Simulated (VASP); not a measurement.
# C19O in VASP: single point with PBE

Aim: the single point of C19O with PBE.

Everything below comes from runs of VASP 6.6.1. Logs are shortened: lines on timing, memory, paths and dates and some standing lists are left out, and cuts for length are marked.

## Step 1: The cell of the first run

The cell holds a slab with vacuum, 20 atoms: a = 7.398 Å, b = 7.398 Å, c = 12.000 Å, α = 90.00°, β = 90.00°, γ = 120.00°.

## Step 2: Single point, PBE

Input file INCAR:

```
SYSTEM = C19O
PREC = Accurate
ENCUT = 520
EDIFF = 1E-6
ISMEAR = -1
SIGMA = 0.02
LREAL = Auto
LASPH = .TRUE.
NELM = 100
ALGO = Normal
ISIF = 2
LWAVE = .FALSE.
LCHARG = .FALSE.
GGA = PE
NBANDS = 57
```

Input file KPOINTS:

```
Automatic mesh
0
G
  2 2 1
  0 0 0
```

Input file POSCAR:

```
C19O
1.0
    7.3980000000      0.0000000000      0.0000000000
   -3.6990000000      6.4068560000      0.0000000000
    0.0000000000      0.0000000000     12.0000000000
C O
19 1
Direct
    0.0020577526      0.0023863693      0.0675240672
    0.2217577952      0.1122175889      0.0674323505
    0.0001500423      0.3338603294      0.0673528214
    0.2236916220      0.4456387626      0.0673727377
    0.0002105118      0.6691374234      0.0674605338
    0.2236503812      0.7808597080      0.0674571236
    0.3334789269      0.0005180552      0.0674219854
    0.5570508746      0.1122930036      0.0674298501
    0.3335916759      0.3357960929      0.0673916244
    0.5569840477      0.4475271619      0.0674202778
    0.3354425779      0.6690624513      0.0674610254
    0.5552126428      0.7789343574      0.0675403494
    0.6669191343      0.0024619912      0.0675221026
    0.8903150457      0.1141909036      0.0674854046
    0.6687200439      0.3357207758      0.0673900715
    0.8884620762      0.4455625005      0.0673721577
    0.6668465382      0.6672535500      0.0675287714
    0.8903123233      0.7790091524      0.0675397082
    0.7426649456      0.8176159851      0.3658192184
    0.6728183420      0.6747073375      0.4217439187
```

Potentials or basis: VASP PAW PBE potentials, release 64 (C, O).

On the command line:

```sh
> cat potpaw_PBE.64/C/POTCAR potpaw_PBE.64/O/POTCAR > POTCAR
> mpirun -np 1 vasp_std > vasp.out
```

OUTCAR:

```text
SYSTEM = C19O
   PREC = Accurate
   ENCUT = 520
   EDIFF = 1E-6
   ISMEAR = -1
   LREAL = Auto
   LASPH = .TRUE.
   NELM = 100
   ISIF = 2
   GGA = PE

 ion  position               nearest neighbor table
   1  0.002  0.002  0.068-   2 1.41  18 1.43  14 1.43
   2  0.222  0.112  0.067-   1 1.41   7 1.43   9 1.43
   3  0.000  0.334  0.067-  14 1.41  16 1.43   4 1.43
   4  0.224  0.446  0.067-   9 1.41  11 1.43   3 1.43
   5  0.000  0.669  0.067-  18 1.41   6 1.43  16 1.43
   6  0.224  0.781  0.067-   7 1.41   5 1.43  11 1.43
[... 10 lines left out ...]
  17  0.667  0.667  0.068-  10 1.41  12 1.43  18 1.43
  18  0.890  0.779  0.068-   5 1.41   1 1.43  17 1.43
  19  0.743  0.818  0.366-  20 1.14
  20  0.673  0.675  0.422-  19 1.14

  LATTYP: Found a hexagonal cell.
 ALAT       =     7.3980000000
 C/A-ratio  =     1.6220600162

  Lattice vectors:

 A1 = (   7.3980000000,   0.0000000000,   0.0000000000)
 A2 = (  -3.6990000000,   6.4068560000,   0.0000000000)
 A3 = (   0.0000000000,   0.0000000000,  12.0000000000)

Analysis of symmetry for initial positions (statically):
=====================================================================
 Subroutine PRICEL returns:
 Original cell was already a primitive cell.

 Routine SETGRP: Setting up the symmetry group for a
 hexagonal supercell.

 Subroutine GETGRP returns: Found  1 space group operations
 (whereof  1 operations were pure point group operations)
 out of a pool of 24 trial point group operations.

The static configuration has the point symmetry C_1 .

Analysis of symmetry for dynamics (positions and initial velocities):
=====================================================================
 Subroutine PRICEL returns:
 Original cell was already a primitive cell.

 Routine SETGRP: Setting up the symmetry group for a
 hexagonal supercell.

 Subroutine GETGRP returns: Found  1 space group operations
 (whereof  1 operations were pure point group operations)
 out of a pool of 24 trial point group operations.

The dynamic configuration has the point symmetry C_1 .

 Subroutine INISYM returns: Found  1 space group operations
 (whereof  1 operations are pure point group operations),
 and found     1 'primitive' translations

----------------------------------------------------------------------------------------

[... 109 lines left out ...]
   EDIFFG = 0.1E-04   stopping-criterion for IOM
   NSW    =      0    number of steps for IOM
   IBRION =     -1    ionic relax: 0-MD 1-quasi-New 2-CG
   NFREE  =      0    steps in history (QN), initial steepest desc. (CG)
   ISIF   =      2    stress and relaxation
   ISYM   =      2    0-nonsym 1-usesym 2-fastsym
   POTIM  = 0.5000    time-step for ionic-motion
   TEBEG  =    0.0;   TEEND  =   0.0 temperature during run
   PSTRESS=    0.0 pullay stress
   NELECT =      82.0000    total number of electrons
   NUPDOWN=      -1.0000    fix difference up-down
   EMIN   =  10.00;   EMAX   =-10.00  energy-range for DOS
   EFERMI =   0.00;   METHOD = LEGACY
   ISMEAR =    -1;   SIGMA  =   0.02  broadening in eV -4-tet -1-fermi 0-gaus
   EFERMI_NEDOS =   21; number of points for ismear=-14 and -15
   IALGO  =     38    algorithm
   IMIX   =      4    mixing-type and parameters
     AMIX     =   0.40;   BMIX     =  1.00
     AMIX_MAG =   1.60;   BMIX_MAG =  1.00
  volume/ion in A,a.u.               =      28.44       191.91
  Fermi-wavevector in a.u.,A,eV,Ry     =   0.858419  1.622176 10.025902  0.736883
  Thomas-Fermi vector in A             =   1.975621
   LORBIT       =      0    0 simple, 1 ext, 2 COOP (PROOUT), +10 PAW based schemes
   GGA     = PE    functional components
   LHFCALC =     F    Hartree Fock is set to
   AEXX    =    0.0000 exact exchange contribution
   IVDW    =     0    specifies the selected vdW correction
   LEPSILON=     F    determine dielectric tensor
   LRPA    =     F    only Hartree local field effects (RPA)
 non-spin polarized calculation
  energy-cutoff  :      520.00
  volume of cell :      568.78
 maximum number of plane-waves:     15363
 NGX is ok and might be reduce to    56
   NGX = 27   NGY = 27   NGZ = 45

 number of electron      82.0000000 magnetization

 Free energy of the ion-electron system (eV)
  ---------------------------------------------------
  ext. energy  EPLUGINS =         0.00000000
  ---------------------------------------------------
  free energy    TOTEN  =      -180.41400579 eV

  energy without entropy =     -180.41242432  energy(sigma->0) =     -180.41321506

 E-fermi :  -1.4487     XC(G=0):  -4.2626

 val. band max:       -1.5485481579   @ k =   0.0000   0.0000   0.0000
 cond. band min:      -1.3488420806   @ k =   0.0000   0.0000   0.0000
 fundamental gap:      0.1997060772
 Fermi energy:        -1.4487465312

 k-point     1 :       0.0000    0.0000    0.0000
  band No.  band energies     occupation
      1     -26.5970      2.00000
      2     -20.9711      2.00000
      3     -18.4296      2.00000
      4     -18.4249      2.00000
      5     -18.4241      2.00000
      6     -18.4196      2.00000
[... 213 lines left out ...]
     52       3.8143      0.00000
     53       4.0045      0.00000
 [bands above 53 left out]

------------------------ aborting loop because EDIFF is reached ----------------------------------------

  FORCE on cell =-STRESS in cart. coord.  units (eV):
  Direction    XX          YY          ZZ          XY          YZ          ZX
  --------------------------------------------------------------------------------------
  -------------------------------------------------------------------------------------
  Total        1.5512822      2.2405473      0.2687843     -0.0231557     -0.5037189      0.0175291
  in kB        4.3697929      6.3113776      0.7571361     -0.0652271     -1.4189213      0.0493777
  external PRESSURE =       3.8127689 kB  Pullay stress =       0.0000000 kB

 VOLUME and BASIS-vectors are now :
 -----------------------------------------------------------------------------
  energy-cutoff  :      520.00
  volume of cell :      568.78
      direct lattice vectors                 reciprocal lattice vectors
     7.398000000  0.000000000  0.000000000     0.135171668  0.078041398  0.000000000
    -3.699000000  6.406856000  0.000000000     0.000000000  0.156082796  0.000000000
     0.000000000  0.000000000 12.000000000     0.000000000  0.000000000  0.083333333

 POSITION                                       TOTAL-FORCE (eV/Angst)
 -----------------------------------------------------------------------------------
      0.00640      0.01529      0.81029         0.023562      0.028301     -0.000176
      1.22547      0.71896      0.80919        -0.025146     -0.018386     -0.003845
     -1.23384      2.13900      0.80823         0.002940     -0.032309      0.004461
      0.00645      2.85514      0.80847         0.044367     -0.005939      0.004559
     -2.47358      4.28707      0.80953        -0.030119      0.019867      0.001401
     -1.23383      5.00286      0.80949        -0.000887      0.023267     -0.002961
[... 12 lines left out ...]
      2.46987      5.23835      4.38983        -0.011244      0.757903     -0.549550
      2.48177      4.32275      5.06093         0.013828     -0.760824      0.554686
 -----------------------------------------------------------------------------------
    total drift:                                0.007878      0.009567      0.012888

  FREE ENERGIE OF THE ION-ELECTRON SYSTEM (eV)
  ---------------------------------------------------
  free  energy   TOTEN  =      -180.4140057871 eV

  energy  without entropy=     -180.4124243240  energy(sigma->0) =     -180.41321506
```

Run time: 3.2 min. Hardware: 1 thread of Intel Xeon Platinum 8375C at 2.90GHz (Ice Lake), shared host; peak memory 0.57 GiB.

What came out:

- Free energy: -180.4140 eV
- Largest force: 0.942 eV/Å
- Band gap on the k mesh: 0.20 eV, direct

Forces in eV/Å, atoms in the order of the input:
```
C    0.024  0.028  0.000
C   -0.025 -0.018 -0.004
C    0.003 -0.032  0.004
C    0.044 -0.006  0.005
C   -0.030  0.020  0.001
C   -0.001  0.023 -0.003
C   -0.002 -0.027  0.002
C    0.028 -0.016 -0.002
C   -0.049  0.016  0.002
C    0.005  0.031  0.005
C    0.032  0.020 -0.002
C   -0.070 -0.016 -0.001
C   -0.026  0.028 -0.006
C   -0.001  0.023 -0.003
C    0.049  0.006  0.003
C   -0.045 -0.015  0.005
C   -0.006 -0.047 -0.008
C    0.067 -0.015 -0.005
C   -0.011  0.758 -0.550
O    0.014 -0.761  0.555
```

Caveat: the k points lie up to 0.49 Å⁻¹ apart.
